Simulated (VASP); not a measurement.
A run of VASP 6.6.1:

INCAR

```
SYSTEM = TiPt3
ALGO = Normal ; EDIFF = 1E-7
ENCUT = 520 ; GGA = PS
ISIF = 2 ; ISMEAR = 0
LASPH = .True. ; LCHARG = .True.
LELF = .True. ; LREAL = .False.
LVHAR = .True. ; LWAVE = .False.
NBANDS = 29 ; NELM = 60
PREC = Accurate ; SIGMA = 0.1
```

KPOINTS

```
k-points
0
Gamma
  10 10 10
  0 0 0
```

The input POSCAR:

```
TiPt3
1.0
    3.8994287387      0.0000000000      0.0000000000
    0.0000000000      3.8994287387      0.0000000000
    0.0000000000      0.0000000000      3.8994287387
Ti Pt
1 3
Direct
    0.0000000000      0.0000000000      0.0000000000
    0.0000000000      0.5000000000      0.5000000000
    0.5000000000      0.0000000000      0.5000000000
    0.5000000000      0.5000000000      0.0000000000
```

Potentials or basis: VASP PAW PBE potentials, release 64 (Ti_sv, Pt).

Launch:

```console
$ cat potpaw_PBE.64/Ti_sv/POTCAR potpaw_PBE.64/Pt/POTCAR > POTCAR
$ mpirun -np 1 vasp_std > vasp.out
```

Hardware: 1 thread of Intel(R) Xeon(R) Platinum 8488C (Sapphire Rapids) (shared host).

**Question.** How long does it take, and how much memory?

**Answer.** Wall time 68 s on 1 thread of Intel(R) Xeon(R) Platinum 8488C (Sapphire Rapids), on a shared host, peak memory 0.22 GiB. Counts: scf iterations 17, k points 56.
